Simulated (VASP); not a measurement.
# C (Fd-3m) in VASP: further runs, part 2 of 2

VASP 6.6.1. Earlier steps stand in the parts before.

## Step 3: Single point, LDA

This run uses another cell than the first one, of 5.44 Å³/atom.

Input file INCAR:

```
SYSTEM = C
  PREC = Accurate
  ENCUT = 1300
  EDIFF = 1E-6
  ISMEAR = 0
  SIGMA = 0.05
  LREAL = .FALSE.
  LASPH = .TRUE.
  NELM = 120
  ALGO = Normal
  ISIF = 2
  LWAVE = .FALSE.
  LCHARG = .FALSE.
  GGA = CA
  NBANDS = 11
  GGA_COMPAT = .FALSE.
```

Input file KPOINTS:

```
Automatic mesh
0
G
  13 13 13
  0 0 0
```

Input file POSCAR:

```
C
1.0
    0.0000000000      1.7592674508      1.7592674508
    1.7592674508      0.0000000000      1.7592674508
    1.7592674508      1.7592674508      0.0000000000
C
2
Direct
    0.7500000000      0.7500000000      0.7500000000
    0.5000000000      0.5000000000      0.5000000000
```

Potentials or basis: VASP PAW LDA potentials, release 64 (C_h).

Command:

```
cat potpaw_LDA.64/C_h/POTCAR > POTCAR
mpirun -np 1 vasp_std > vasp.out
```

OUTCAR:

```text
SYSTEM = C
   PREC = Accurate
   ENCUT = 1300
   EDIFF = 1E-6
   ISMEAR = 0
   LREAL = .FALSE.
   LASPH = .TRUE.
   NELM = 120
   ISIF = 2
   GGA = CA

 ion  position               nearest neighbor table
   1  0.750  0.750  0.750-   2 1.52   2 1.52   2 1.52   2 1.52
   2  0.500  0.500  0.500-   1 1.52   1 1.52   1 1.52   1 1.52

  LATTYP: Found a face centered cubic cell.
 ALAT       =     3.5185349016

  Lattice vectors:

 A1 = (   0.0000000000,   1.7592674508,   1.7592674508)
 A2 = (   1.7592674508,   0.0000000000,   1.7592674508)
 A3 = (   1.7592674508,   1.7592674508,   0.0000000000)

Analysis of symmetry for initial positions (statically):
=====================================================================
 Subroutine PRICEL returns:
 Original cell was already a primitive cell.

 Routine SETGRP: Setting up the symmetry group for a
 face centered cubic supercell.

 Subroutine GETGRP returns: Found 48 space group operations
 (whereof 24 operations were pure point group operations)
 out of a pool of 48 trial point group operations.

The static configuration has the point symmetry T_d .
[... 173 lines left out ...]
      1     -10.3516      2.00000
      2      11.5199      2.00000
      3      11.5199      2.00000
      4      11.5199      2.00000
      5      17.1782      0.00000
      6      17.1782      0.00000
      7      17.1782      0.00000
      8      26.0125      0.00000
      9      31.0698      0.00000
     10      38.6002      0.00000
     11      38.6002      0.00000
[... 309 lines left out ...]
 k-point    24 :       0.4615    0.1538    0.0000
  band No.  band energies     occupation
      1      -5.1685      2.00000
      2       0.0147      2.00000
      3       6.9990      2.00000
      4       7.4684      2.00000
      5      18.7039      0.00000
      6      22.2976      0.00000
      7      22.9775      0.00000
      8      25.6720      0.00000
      9      32.3036      0.00000
     10      35.3306      0.00000
     11      39.0147      0.00000

 [... further k-points ...]

------------------------ aborting loop because EDIFF is reached ----------------------------------------

  FORCE on cell =-STRESS in cart. coord.  units (eV):
  Direction    XX          YY          ZZ          XY          YZ          ZX
  --------------------------------------------------------------------------------------
  -------------------------------------------------------------------------------------
  Total        0.4285910      0.4285910      0.4285910     -0.0000000      0.0000000     -0.0000000
  in kB       63.0562413     63.0562413     63.0562413     -0.0000000      0.0000000     -0.0000000
  external PRESSURE =      63.0562413 kB  Pullay stress =       0.0000000 kB

 VOLUME and BASIS-vectors are now :
 -----------------------------------------------------------------------------
  energy-cutoff  :     1300.00
  volume of cell :       10.89
      direct lattice vectors                 reciprocal lattice vectors
     0.000000000  1.759267451  1.759267451    -0.284209203  0.284209203  0.284209203
     1.759267451  0.000000000  1.759267451     0.284209203 -0.284209203  0.284209203
     1.759267451  1.759267451  0.000000000     0.284209203  0.284209203 -0.284209203

 POSITION                                       TOTAL-FORCE (eV/Angst)
 -----------------------------------------------------------------------------------
      2.63890      2.63890      2.63890        -0.000000     -0.000000     -0.000000
      1.75927      1.75927      1.75927         0.000000      0.000000      0.000000
 -----------------------------------------------------------------------------------
    total drift:                                0.000000     -0.000000     -0.000000

  FREE ENERGIE OF THE ION-ELECTRON SYSTEM (eV)
  ---------------------------------------------------
  free  energy   TOTEN  =       -20.2645312956 eV

  energy  without entropy=      -20.2645312956  energy(sigma->0) =      -20.26453130
```

OSZICAR:

```text
N       E                     dE             d eps       ncg     rms          rms(c)
DAV:   1     0.210211656922E+02    0.21021E+02   -0.80831E+03  1848   0.146E+03
DAV:   2    -0.197180574840E+02   -0.40739E+02   -0.38485E+02  2576   0.209E+02
DAV:   3    -0.211157304899E+02   -0.13977E+01   -0.13930E+01  2240   0.316E+01
DAV:   4    -0.211198054334E+02   -0.40749E-02   -0.40747E-02  2048   0.190E+00
DAV:   5    -0.211198104412E+02   -0.50078E-05   -0.50077E-05  2129   0.697E-02    0.516E+00
DAV:   6    -0.204879272201E+02    0.63188E+00   -0.33483E-01  1950   0.409E+00    0.276E+00
DAV:   7    -0.202646159653E+02    0.22331E+00   -0.40185E-01  2077   0.443E+00    0.361E-01
DAV:   8    -0.202645455688E+02    0.70397E-04   -0.91892E-03  1980   0.922E-01    0.305E-02
DAV:   9    -0.202645301466E+02    0.15422E-04   -0.43903E-05  2106   0.561E-02    0.145E-02
DAV:  10    -0.202645313828E+02   -0.12362E-05   -0.35746E-06  2103   0.176E-02    0.314E-03
DAV:  11    -0.202645312956E+02    0.87123E-07   -0.18235E-07  1082   0.423E-03
   1 F= -.20264531E+02 E0= -.20264531E+02  d E =-.138554E-12
```

stdout:

```text
POSCAR found type information on POSCAR C
 POSCAR found :  1 types and       2 ions
 scaLAPACK will be used
 LDA part: xc-table for (Slater(with rela. corr.)+CA(PZ))
 , standard interpolation
 POSCAR, INCAR and KPOINTS ok, starting setup
 FFT: planning ... GRIDC
 FFT: planning ... GRID_SOFT
 FFT: planning ... GRID
 WAVECAR not read
 entering main loop
```

It took 26 s on 1 thread of Intel Xeon Platinum 8259CL at 2.50GHz (Skylake/Cascade Lake), shared host; peak memory 0.15 GiB.

What came out:

```
Free energy            : -20.2645 eV
Pressure               : 6.3 GPa
Band gap on the k mesh : 4.21 eV (least direct gap 5.66 eV)
```

Levels at points of the mesh, in eV from the valence-band top:
```
           k point  band 2  band 3  band 4  band 5  band 6  band 7
(0.00, 0.00, 0.00)    0.00    0.00    0.00    5.66    5.66    5.66
```

Caveat: the cell stands under pressure; an odd mesh through Γ misses points on the zone boundary, where band edges can lie.

## Step 4: Single point, PBEsol

This run uses another cell than the first one, of 5.61 Å³/atom.

Input file INCAR:

```
SYSTEM = C
PREC = Accurate ; ENCUT = 1300
EDIFF = 1E-6 ; ISMEAR = -1
SIGMA = 0.05 ; LREAL = .FALSE.
LASPH = .TRUE. ; NELM = 120
ALGO = Normal ; ISIF = 2
LWAVE = .FALSE. ; LCHARG = .FALSE.
GGA = PS ; NBANDS = 11
GGA_COMPAT = .FALSE.
```

KPOINTS is that of step 3.

Input file POSCAR:

```
C
1.0
    0.0000000000      1.7769040475      1.7769040475
    1.7769040475      0.0000000000      1.7769040475
    1.7769040475      1.7769040475      0.0000000000
C
2
Direct
    0.7500000000      0.7500000000      0.7500000000
    0.5000000000      0.5000000000      0.5000000000
```

Potentials or basis: VASP PAW PBE potentials, release 64 (C_h).

Command:

```
cat potpaw_PBE.64/C_h/POTCAR > POTCAR
mpirun -np 1 vasp_std > vasp.out
```

It took 36 s on 1 thread of Intel Xeon Platinum 8259CL at 2.50GHz (Skylake/Cascade Lake), shared host; peak memory 0.17 GiB.

It converged, with:

```
Free energy            : -19.2773 eV
Pressure               : 0.1 GPa
Band gap on the k mesh : 4.04 eV (least direct gap 5.57 eV)
```

Levels at points of the mesh, in eV from the valence-band top:
| k point | band 1 | band 2 | band 3 | band 4 | band 5 | band 6 | band 7 | band 8 |
| --- | --- | --- | --- | --- | --- | --- | --- | --- |
| (0.00, 0.00, 0.00) | -21.67 | 0.00 | 0.00 | 0.00 | 5.57 | 5.57 | 5.57 | 13.62 |

Caveat: the PAW data sets were made with another functional, which shifts forces and pressure a little; an odd mesh through Γ misses points on the zone boundary, where band edges can lie.

## Step 5: The runs side by side

| level | potentials or basis | cell | cutoff (eV) | smearing | gap on the mesh (eV) | pressure (GPa) |
| --- | --- | --- | --- | --- | --- | --- |
| r2SCAN+rVV10 | VASP PAW PBE potentials, release 64 (C_h) | a = 2.522 Å, angles 60.0°, 2 atoms | 1430 | fermi-dirac 0.05 eV | 4.33 | -4.1 |
| LDA | VASP PAW LDA potentials, release 64 (C_h) | a = 2.488 Å, angles 60.0°, 2 atoms | 1300 | gaussian 0.05 eV | 4.21 | 6.3 |
| PBEsol | VASP PAW PBE potentials, release 64 (C_h) | a = 2.513 Å, angles 60.0°, 2 atoms | 1300 | fermi-dirac 0.05 eV | 4.04 | 0.1 |

Alike in all rows: task single point; no spin polarisation; k mesh 13 × 13 × 13.

Caveats: an odd mesh through Γ misses points on the zone boundary, where band edges can lie; the PAW data sets were made with another functional, which shifts forces and pressure a little (at least some runs); the cell stands under tension (at least some runs); the cell stands under pressure (at least some runs).

Total energies depend on the potentials used, so only differences within one code and one set of settings carry meaning.
